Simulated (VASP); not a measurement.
# PbF2 (Fm-3m) in VASP: further runs, part 2 of 2

VASP 6.6.1. Earlier steps stand in the parts before.

## Step 4: Single point, LDA

This run uses another cell than the first one, of 16.36 Å³/atom.

The input, INCAR:

```
ALGO = Normal
EDIFF = 1E-6
ENCUT = 600
GGA_COMPAT = F
ISIF = 2
ISMEAR = -1
LASPH = T
LCHARG = F
LREAL = F
LWAVE = F
NBANDS = 21
NELM = 120
PREC = Accurate
SIGMA = 0.05
```

The input, KPOINTS:

```
k-points
0
Gamma
  8 8 8
```

The input, POSCAR:

```
PbF2
1.0
    0.0000000000      2.9059511836      2.9059511836
    2.9059511836      0.0000000000      2.9059511836
    2.9059511836      2.9059511836      0.0000000000
Pb F
1 2
Direct
    0.0000000000      0.0000000000      0.0000000000
    0.7500000000      0.7500000000      0.7500000000
    0.2500000000      0.2500000000      0.2500000000
```

Potentials or basis: VASP PAW LDA potentials, release 64 (Pb_d, F).

The run is started by

```bash
> cat potpaw_LDA.64/Pb_d/POTCAR potpaw_LDA.64/F/POTCAR > POTCAR
> mpirun -np 1 vasp_std > vasp.out
```

OUTCAR:

```text
EDIFF = 1E-6
   ENCUT = 600
   ISIF = 2
   ISMEAR = -1
   LASPH = T
   LREAL = F
   NELM = 120
   PREC = Accurate

 ion  position               nearest neighbor table
   1  0.000  0.000  0.000-   2 2.52   3 2.52   2 2.52   2 2.52   2 2.52   3 2.52   3 2.52   3 2.52

   2  0.750  0.750  0.750-   1 2.52   1 2.52   1 2.52   1 2.52
   3  0.250  0.250  0.250-   1 2.52   1 2.52   1 2.52   1 2.52

  LATTYP: Found a face centered cubic cell.
 ALAT       =     5.8119023672

  Lattice vectors:

 A1 = (   0.0000000000,   2.9059511836,   2.9059511836)
 A2 = (   2.9059511836,   0.0000000000,   2.9059511836)
 A3 = (   2.9059511836,   2.9059511836,   0.0000000000)

Analysis of symmetry for initial positions (statically):
=====================================================================
 Subroutine PRICEL returns:
 Original cell was already a primitive cell.

 Routine SETGRP: Setting up the symmetry group for a
 face centered cubic supercell.

 Subroutine GETGRP returns: Found 48 space group operations
 (whereof 48 operations were pure point group operations)
 out of a pool of 48 trial point group operations.

The static configuration has the point symmetry O_h .

Analysis of symmetry for dynamics (positions and initial velocities):
=====================================================================
 Subroutine PRICEL returns:
 Original cell was already a primitive cell.

 Routine SETGRP: Setting up the symmetry group for a
 face centered cubic supercell.

 Subroutine GETGRP returns: Found 48 space group operations
 (whereof 48 operations were pure point group operations)
 out of a pool of 48 trial point group operations.

The dynamic configuration has the point symmetry O_h .

 Subroutine INISYM returns: Found 48 space group operations
 (whereof 48 operations are pure point group operations),
[... 112 lines left out ...]
   EFERMI =   0.00;   METHOD = LEGACY
   ISMEAR =    -1;   SIGMA  =   0.05  broadening in eV -4-tet -1-fermi 0-gaus
   EFERMI_NEDOS =   21; number of points for ismear=-14 and -15
   IALGO  =     38    algorithm
   IMIX   =      4    mixing-type and parameters
     AMIX     =   0.40;   BMIX     =  1.00
     AMIX_MAG =   1.60;   BMIX_MAG =  1.00
  volume/ion in A,a.u.               =      16.36       110.40
  Fermi-wavevector in a.u.,A,eV,Ry     =   1.357779  2.565831 25.083221  1.843565
  Thomas-Fermi vector in A             =   2.484669
   LORBIT       =      0    0 simple, 1 ext, 2 COOP (PROOUT), +10 PAW based schemes
   GGA     = CA    functional components
   LHFCALC =     F    Hartree Fock is set to
   AEXX    =    0.0000 exact exchange contribution
   IVDW    =     0    specifies the selected vdW correction
   LEPSILON=     F    determine dielectric tensor
   LRPA    =     F    only Hartree local field effects (RPA)
 non-spin polarized calculation
  energy-cutoff  :      600.00
  volume of cell :       49.08
 maximum number of plane-waves:      1660
 NGX is ok and might be reduce to    36
   NGX = 17   NGY = 17   NGZ = 17

 number of electron      28.0000002 magnetization

 Free energy of the ion-electron system (eV)
  ---------------------------------------------------
  ext. energy  EPLUGINS =         0.00000000
  ---------------------------------------------------
  free energy    TOTEN  =       -15.95820706 eV

  energy without entropy =      -15.95820706  energy(sigma->0) =      -15.95820706

 E-fermi :   3.4111     XC(G=0): -10.3618

 val. band max:        2.2705887993   @ k =  -0.2500   0.5000   0.2500
 cond. band min:       6.4734949098   @ k =   0.5000   0.5000   0.0000
 fundamental gap:      4.2029061105
 Fermi energy:         3.4111077016

 k-point     1 :       0.0000    0.0000    0.0000
  band No.  band energies     occupation
      1     -18.9556      2.00000
      2     -18.1645      2.00000
      3     -12.1696      2.00000
      4     -12.1696      2.00000
      5     -12.1696      2.00000
      6     -12.0648      2.00000
[... 565 lines left out ...]
     20      18.4860      0.00000
     21      18.7337      0.00000

 [... further k-points ...]

------------------------ aborting loop because EDIFF is reached ----------------------------------------

  FORCE on cell =-STRESS in cart. coord.  units (eV):
  Direction    XX          YY          ZZ          XY          YZ          ZX
  --------------------------------------------------------------------------------------
  -------------------------------------------------------------------------------------
  Total       -0.0125470     -0.0125470     -0.0125470      0.0000000      0.0000000     -0.0000000
  in kB       -0.4095954     -0.4095954     -0.4095954      0.0000000      0.0000000     -0.0000000
  external PRESSURE =      -0.4095954 kB  Pullay stress =       0.0000000 kB

 VOLUME and BASIS-vectors are now :
 -----------------------------------------------------------------------------
  energy-cutoff  :      600.00
  volume of cell :       49.08
      direct lattice vectors                 reciprocal lattice vectors
     0.000000000  2.905951184  2.905951184    -0.172060702  0.172060702  0.172060702
     2.905951184  0.000000000  2.905951184     0.172060702 -0.172060702  0.172060702
     2.905951184  2.905951184  0.000000000     0.172060702  0.172060702 -0.172060702

 POSITION                                       TOTAL-FORCE (eV/Angst)
 -----------------------------------------------------------------------------------
      0.00000      0.00000      0.00000        -0.000000      0.000000     -0.000000
      4.35893      4.35893      4.35893        -0.000000     -0.000000     -0.000000
      1.45298      1.45298      1.45298         0.000000      0.000000      0.000000
 -----------------------------------------------------------------------------------
    total drift:                                0.000000      0.000000      0.000000

  FREE ENERGIE OF THE ION-ELECTRON SYSTEM (eV)
  ---------------------------------------------------
  free  energy   TOTEN  =       -15.9582070575 eV

  energy  without entropy=      -15.9582070575  energy(sigma->0) =      -15.95820706
```

OSZICAR:

```text
N       E                     dE             d eps       ncg     rms          rms(c)
DAV:   1     0.312007930727E+03    0.31201E+03   -0.15974E+04  1223   0.170E+03
DAV:   2     0.117607278221E+02   -0.30025E+03   -0.28184E+03  1287   0.461E+02
DAV:   3    -0.168182409002E+02   -0.28579E+02   -0.28200E+02  1439   0.145E+02
DAV:   4    -0.176425155445E+02   -0.82427E+00   -0.82362E+00  1361   0.255E+01
DAV:   5    -0.176696683330E+02   -0.27153E-01   -0.27151E-01  1549   0.484E+00    0.740E+00
DAV:   6    -0.160191104197E+02    0.16506E+01   -0.75559E+00  1643   0.227E+01    0.253E+00
DAV:   7    -0.159877955814E+02    0.31315E-01   -0.38547E-01  1298   0.400E+00    0.142E+00
DAV:   8    -0.159612398549E+02    0.26556E-01   -0.96668E-02  1438   0.328E+00    0.515E-01
DAV:   9    -0.159579617144E+02    0.32781E-02   -0.15794E-02  1555   0.101E+00    0.889E-02
DAV:  10    -0.159582203480E+02   -0.25863E-03   -0.54222E-04  1311   0.197E-01    0.274E-02
DAV:  11    -0.159582053647E+02    0.14983E-04   -0.55074E-05  1610   0.613E-02    0.769E-03
DAV:  12    -0.159582070468E+02   -0.16820E-05   -0.37669E-06  1333   0.160E-02    0.222E-03
DAV:  13    -0.159582070575E+02   -0.10773E-07   -0.14468E-07   929   0.324E-03
   1 F= -.15958207E+02 E0= -.15958207E+02  d E =-.394058E-10
```

stdout:

```text
POSCAR found type information on POSCAR PbF
 POSCAR found :  2 types and       3 ions
 scaLAPACK will be used
 LDA part: xc-table for (Slater(with rela. corr.)+CA(PZ))
 , standard interpolation
 POSCAR, INCAR and KPOINTS ok, starting setup
 FFT: planning ... GRIDC
 FFT: planning ... GRID_SOFT
 FFT: planning ... GRID
 WAVECAR not read
 entering main loop
```

Wall time 19 s (1 thread of Intel Xeon 6975P-C (Granite Rapids), shared host); peak memory 0.18 GiB.

Results:

```
Free energy            : -15.9582 eV
Pressure               : 0.0 GPa
Band gap on the k mesh : 4.20 eV (least direct gap 4.37 eV)
```

Caveat: spin-orbit coupling is left out, which moves the levels of the heavy elements. A k mesh can miss the band edges.

## Step 5: Summary

| task | level | potentials or basis | cell | cutoff (eV) | gap on the mesh (eV) | pressure (GPa) | relaxed volume (Å³/atom) |
| --- | --- | --- | --- | --- | --- | --- | --- |
| relaxation of cell and atoms | r2SCAN+D4 | VASP PAW PBE potentials, release 64 (Pb_d, F) | relaxed from a = 4.191 Å, angles 60.0°, 3 atoms | 660 | 4.94 | 0.1 | 17.39 |
| relaxation of cell and atoms | r2SCAN+rVV10 | VASP PAW PBE potentials, release 64 (Pb_d, F) | relaxed from a = 4.191 Å, angles 60.0°, 3 atoms | 660 | 4.88 | 0.0 | 17.04 |
| single point | LDA | VASP PAW LDA potentials, release 64 (Pb_d, F) | a = 4.110 Å, angles 60.0°, 3 atoms | 600 | 4.20 | 0.0 | - |

Alike in all rows: no spin polarisation; k mesh 8 × 8 × 8; smearing fermi-dirac 0.05 eV.

Caveats: spin-orbit coupling is left out, which moves the levels of the heavy elements; the PAW data sets were made with another functional, which shifts forces and pressure a little (at least some runs).

Total energies depend on the potentials used, so only differences within one code and one set of settings carry meaning.
